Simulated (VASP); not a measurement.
# PbF2 (Fluorocronite) (Fm-3m) in VASP: single point with PBEsol

Aim: the single point of PbF2 (Fluorocronite) with PBEsol.

All numbers are computed with VASP 6.6.1; they aren't measurements. Logs are shortened: lines on timing, memory, paths and dates and some standing lists are left out, and cuts for length are marked.

**1. The cell of the first run**

It takes space group Fm-3m (No. 225, cubic). Conventional cell: a = 5.899 Å, b = 5.899 Å, c = 5.899 Å, α = 90.00°, β = 90.00°, γ = 90.00°. Within 3.4 Å of Pb (site symmetry m-3m) lie 8 F at 2.55 Å. F (site symmetry -43m) has 4 Pb at 2.55 Å and 6 F at 2.95 Å within 3.4 Å.

**2. Single point, PBEsol**

INCAR reads:

```
SYSTEM = PbF2
ALGO = Normal
EDIFF = 1E-6
ENCUT = 520
GGA = PS
ISIF = 2
ISMEAR = -1
LASPH = .TRUE.
LCHARG = .FALSE.
LREAL = .FALSE.
LWAVE = .FALSE.
NBANDS = 21
NELM = 80
PREC = Accurate
SIGMA = 0.1
```

KPOINTS reads:

```
k-points
0
G
  12 12 12
  0 0 0
```

POSCAR reads:

```
PbF2
1.0
    2.9493365917      2.9493365917      0.0000000000
   -2.9493365917      2.9493365917      0.0000000000
    0.0000000000      2.9493365917      2.9493365917
Pb F
1 2
Direct
    0.0000000000      0.0000000000      0.0000000000
    0.2500000000      0.7500000000      0.5000000000
    0.7500000000      0.2500000000      0.5000000000
```

Potentials or basis: VASP PAW PBE potentials, release 64 (Pb_d, F).

Command:

```bash
cat potpaw_PBE.64/Pb_d/POTCAR potpaw_PBE.64/F/POTCAR > POTCAR
mpirun -np 1 vasp_std > vasp.out
```

OUTCAR:

```text
SYSTEM = PbF2
   EDIFF = 1E-6
   ENCUT = 520
   GGA = PS
   ISIF = 2
   ISMEAR = -1
   LASPH = .TRUE.
   LREAL = .FALSE.
   NELM = 80
   PREC = Accurate

 ion  position               nearest neighbor table
   1  0.000  0.000  0.000-   3 2.55   2 2.55   2 2.55   3 2.55   2 2.55   3 2.55   3 2.55   2 2.55

   2  0.250  0.750  0.500-   1 2.55   1 2.55   1 2.55   1 2.55
   3  0.750  0.250  0.500-   1 2.55   1 2.55   1 2.55   1 2.55

  LATTYP: Found a face centered cubic cell.
 ALAT       =     5.8986731834

  Lattice vectors:

 A1 = (   0.0000000000,   2.9493365917,   2.9493365917)
 A2 = (   2.9493365917,   0.0000000000,   2.9493365917)
 A3 = (   2.9493365917,   2.9493365917,   0.0000000000)

Analysis of symmetry for initial positions (statically):
=====================================================================
 Subroutine PRICEL returns:
 Original cell was already a primitive cell.

 Routine SETGRP: Setting up the symmetry group for a
 face centered cubic supercell.

 Subroutine GETGRP returns: Found 48 space group operations
 (whereof 48 operations were pure point group operations)
 out of a pool of 48 trial point group operations.

The static configuration has the point symmetry O_h .

Analysis of symmetry for dynamics (positions and initial velocities):
=====================================================================
 Subroutine PRICEL returns:
 Original cell was already a primitive cell.

 Routine SETGRP: Setting up the symmetry group for a
 face centered cubic supercell.

 Subroutine GETGRP returns: Found 48 space group operations
 (whereof 48 operations were pure point group operations)
 out of a pool of 48 trial point group operations.

The dynamic configuration has the point symmetry O_h .

 Subroutine INISYM returns: Found 48 space group operations
 (whereof 48 operations are pure point group operations),
 and found     1 'primitive' translations

----------------------------------------------------------------------------------------

                                     Primitive cell

  volume of cell :      51.3101

  direct lattice vectors                    reciprocal lattice vectors
     2.949336592  2.949336592  0.000000000     0.169529650  0.169529650 -0.169529650
    -2.949336592  2.949336592  0.000000000    -0.169529650  0.169529650 -0.169529650
     0.000000000  2.949336592  2.949336592     0.000000000  0.000000000  0.339059300

  length of vectors
     4.170991808  4.170991808  4.170991808     0.293633967  0.293633967  0.339059300

  position of ions in fractional coordinates (direct lattice)
     0.000000000  0.000000000  0.000000000
     0.250000000  0.750000000  0.500000000
     0.750000000  0.250000000  0.500000000

  ion indices of the primitive-cell ions
   primitive index   ion index
                 1           1
                 2           2
                 3           3

----------------------------------------------------------------------------------------

 KPOINTS: k-points

Automatic generation of k-mesh.
 Grid dimensions read from file:
 generate k-points for:   12   12   12

 Generating k-lattice:

  Cartesian coordinates                     Fractional coordinates (reciprocal lattice)
     0.014127471  0.014127471 -0.014127471     0.083333333  0.000000000  0.000000000
    -0.014127471  0.014127471 -0.014127471     0.000000000  0.083333333  0.000000000
     0.000000000  0.000000000  0.028254942     0.000000000  0.000000000  0.083333333

  Length of vectors
     0.024469497  0.024469497  0.028254942

  Shift w.r.t. Gamma in fractional coordinates (k-lattice)
     0.000000000  0.000000000  0.000000000

 Subroutine IBZKPT returns following result:
 ===========================================

 Found     72 irreducible k-points:

 Following reciprocal coordinates:
            Coordinates               Weight
  0.000000  0.000000  0.000000      1.000000
  0.083333  0.000000  0.000000      8.000000
  0.166667  0.000000  0.000000      8.000000
  0.250000  0.000000  0.000000      8.000000
  0.333333  0.000000  0.000000      8.000000
  0.416667  0.000000  0.000000      8.000000
[... 16 lines left out ...]
  0.500000  0.166667  0.000000     24.000000
 -0.416667  0.166667  0.000000     24.000000
 [... further k-points ...]
   k-points           NKPTS =     72   k-points in BZ     NKDIM =     72   number of bands    NBANDS=     21
   number of dos      NEDOS =    301   number of ions     NIONS =      3
   total plane-waves  NPLWV =  32768
   dimension x,y,z NGX =    32 NGY =   32 NGZ =   32
   dimension x,y,z NGXF=    64 NGYF=   64 NGZF=   64
   ions per type =               1   2
   NGX,Y,Z   is equivalent  to a cutoff of  12.75, 12.75, 12.75 a.u.
   NGXF,Y,Z  is equivalent  to a cutoff of  25.51, 25.51, 25.51 a.u.
 SYSTEM =  PbF2
   PREC   = accura    normal or accurate (medium, high low for compatibility)
   ISTART =      0    job   : 0-new  1-cont  2-samecut
   ICHARG =      2    charge: 1-file 2-atom 10-const
   ISPIN  =      1    spin polarized calculation?
   LNONCOLLINEAR =      F non collinear calculations
   LSORBIT =      F    spin-orbit coupling
   LASPH  =      T    aspherical Exc in radial PAW
   ENCUT  =  520.0 eV  38.22 Ry    6.18 a.u.   7.76  7.76  7.76*2*pi/ulx,y,z
   NELM   =     80;   NELMIN=  2; NELMDL= -5     # of ELM steps
   EDIFF  = 0.1E-05   stopping-criterion for ELM
   LREAL  =      F    real-space projection
   EDIFFG = 0.1E-04   stopping-criterion for IOM
   NSW    =      0    number of steps for IOM
   IBRION =     -1    ionic relax: 0-MD 1-quasi-New 2-CG
   NFREE  =      0    steps in history (QN), initial steepest desc. (CG)
   ISIF   =      2    stress and relaxation
   ISYM   =      2    0-nonsym 1-usesym 2-fastsym
   POTIM  = 0.5000    time-step for ionic-motion
   TEBEG  =    0.0;   TEEND  =   0.0 temperature during run
   PSTRESS=    0.0 pullay stress
   NELECT =      28.0000    total number of electrons
   NUPDOWN=      -1.0000    fix difference up-down
   EMIN   =  10.00;   EMAX   =-10.00  energy-range for DOS
   EFERMI =   0.00;   METHOD = LEGACY
   ISMEAR =    -1;   SIGMA  =   0.10  broadening in eV -4-tet -1-fermi 0-gaus
   EFERMI_NEDOS =   21; number of points for ismear=-14 and -15
   IALGO  =     38    algorithm
   IMIX   =      4    mixing-type and parameters
     AMIX     =   0.40;   BMIX     =  1.00
     AMIX_MAG =   1.60;   BMIX_MAG =  1.00
  volume/ion in A,a.u.               =      17.10       115.42
  Fermi-wavevector in a.u.,A,eV,Ry     =   1.337806  2.528087 24.350689  1.789725
  Thomas-Fermi vector in A             =   2.466326
   LORBIT       =      0    0 simple, 1 ext, 2 COOP (PROOUT), +10 PAW based schemes
   GGA     = PS    functional components
   LHFCALC =     F    Hartree Fock is set to
   AEXX    =    0.0000 exact exchange contribution
   IVDW    =     0    specifies the selected vdW correction
   LEPSILON=     F    determine dielectric tensor
   LRPA    =     F    only Hartree local field effects (RPA)
 non-spin polarized calculation
  energy-cutoff  :      520.00
  volume of cell :       51.31
 maximum number of plane-waves:      1411
   NGX = 15   NGY = 15   NGZ = 15

 number of electron      27.9999997 magnetization

 Free energy of the ion-electron system (eV)
  ---------------------------------------------------
  ext. energy  EPLUGINS =         0.00000000
  ---------------------------------------------------
  free energy    TOTEN  =       -14.93651742 eV

  energy without entropy =      -14.93651742  energy(sigma->0) =      -14.93651742

 E-fermi :   4.1918     XC(G=0):  -9.7347

 val. band max:        1.9172633355   @ k =   0.5000   0.5000   0.2500
 cond. band min:       6.2174046523   @ k =   0.5000   0.5000   0.0000
 fundamental gap:      4.3001413168
 Fermi energy:         4.1918064578

 k-point     1 :       0.0000    0.0000    0.0000
  band No.  band energies     occupation
      1     -19.1808      2.00000
      2     -18.5127      2.00000
      3     -12.4661      2.00000
      4     -12.4661      2.00000
      5     -12.4661      2.00000
      6     -12.3955      2.00000
[... 13 lines left out ...]
     20      16.9217      0.00000
     21      19.3666      0.00000

 k-point     2 :       0.0833    0.0000    0.0000
  band No.  band energies     occupation
      1     -19.1656      2.00000
      2     -18.5262      2.00000
      3     -12.4628      2.00000
      4     -12.4628      2.00000
      5     -12.4498      2.00000
      6     -12.3956      2.00000
[... 13 lines left out ...]
     20      16.7081      0.00000
     21      19.1059      0.00000

 k-point     3 :       0.1667    0.0000    0.0000
  band No.  band energies     occupation
      1     -19.1240      2.00000
      2     -18.5638      2.00000
      3     -12.4549      2.00000
      4     -12.4549      2.00000
      5     -12.4060      2.00000
      6     -12.3948      2.00000
[... 13 lines left out ...]
     20      16.3047      0.00000
     21      18.3810      0.00000

 k-point     4 :       0.2500    0.0000    0.0000
  band No.  band energies     occupation
      1     -19.0626      2.00000
      2     -18.6184      2.00000
      3     -12.4475      2.00000
      4     -12.4475      2.00000
      5     -12.3901      2.00000
      6     -12.3901      2.00000
[... 13 lines left out ...]
     20      15.9501      0.00000
     21      17.5369      0.00000

 k-point     5 :       0.3333    0.0000    0.0000
  band No.  band energies     occupation
      1     -18.9901      2.00000
      2     -18.6829      2.00000
      3     -12.4446      2.00000
      4     -12.4446      2.00000
      5     -12.3809      2.00000
      6     -12.3809      2.00000
[... 13 lines left out ...]
     20      15.7120      0.00000
     21      16.7980      0.00000
[... 382 lines left out ...]
     20      16.9103      0.00000
     21      18.2787      0.00000

 k-point    22 :       0.4167    0.1667    0.0000
  band No.  band energies     occupation
      1     -18.8622      2.00000
      2     -18.7954      2.00000
      3     -12.4269      2.00000
      4     -12.4251      2.00000
      5     -12.3743      2.00000
      6     -12.3530      2.00000
[... 13 lines left out ...]
     20      17.0070      0.00000
     21      18.0093      0.00000

 k-point    23 :       0.5000    0.1667    0.0000
  band No.  band energies     occupation
      1     -18.8799      2.00000
      2     -18.7782      2.00000
      3     -12.4263      2.00000
      4     -12.4262      2.00000
      5     -12.3684      2.00000
      6     -12.3627      2.00000
[... 13 lines left out ...]
     20      17.1694      0.00000
     21      17.7843      0.00000

 k-point    24 :      -0.4167    0.1667    0.0000
  band No.  band energies     occupation
      1     -18.9411      2.00000
      2     -18.7225      2.00000
      3     -12.4261      2.00000
      4     -12.4254      2.00000
      5     -12.3800      2.00000
      6     -12.3703      2.00000
[... 13 lines left out ...]
     20      17.2753      0.00000
     21      17.7554      0.00000

 [... further k-points ...]

------------------------ aborting loop because EDIFF is reached ----------------------------------------

  FORCE on cell =-STRESS in cart. coord.  units (eV):
  Direction    XX          YY          ZZ          XY          YZ          ZX
  --------------------------------------------------------------------------------------
  -------------------------------------------------------------------------------------
  Total       -0.0722085     -0.0722085     -0.0722085     -0.0000000     -0.0000000     -0.0000000
  in kB       -2.2547359     -2.2547359     -2.2547359     -0.0000000     -0.0000000     -0.0000000
  external PRESSURE =      -2.2547359 kB  Pullay stress =       0.0000000 kB

 VOLUME and BASIS-vectors are now :
 -----------------------------------------------------------------------------
  energy-cutoff  :      520.00
  volume of cell :       51.31
      direct lattice vectors                 reciprocal lattice vectors
     2.949336592  2.949336592  0.000000000     0.169529650  0.169529650 -0.169529650
    -2.949336592  2.949336592  0.000000000    -0.169529650  0.169529650 -0.169529650
     0.000000000  2.949336592  2.949336592     0.000000000  0.000000000  0.339059300

 POSITION                                       TOTAL-FORCE (eV/Angst)
 -----------------------------------------------------------------------------------
      0.00000      0.00000      0.00000         0.000000     -0.000000      0.000000
     -1.47467      4.42400      1.47467        -0.000000      0.000000     -0.000000
      1.47467      4.42400      1.47467        -0.000000      0.000000      0.000000
 -----------------------------------------------------------------------------------
    total drift:                               -0.000000     -0.000000     -0.000000

  FREE ENERGIE OF THE ION-ELECTRON SYSTEM (eV)
  ---------------------------------------------------
  free  energy   TOTEN  =       -14.9365174231 eV

  energy  without entropy=      -14.9365174229  energy(sigma->0) =      -14.93651742
```

Wall time 1.7 min (1 thread of Intel Xeon Platinum 8259CL at 2.50GHz (Skylake/Cascade Lake), shared host); peak memory 0.21 GiB.

Results:

```
Free energy            : -14.9365 eV
Pressure               : -0.2 GPa
Band gap on the k mesh : 4.30 eV, indirect (least direct gap 4.45 eV)
```

Caveat: the PAW data sets were made with another functional, which shifts forces and pressure a little; spin-orbit coupling is left out, which moves the levels of the heavy elements.
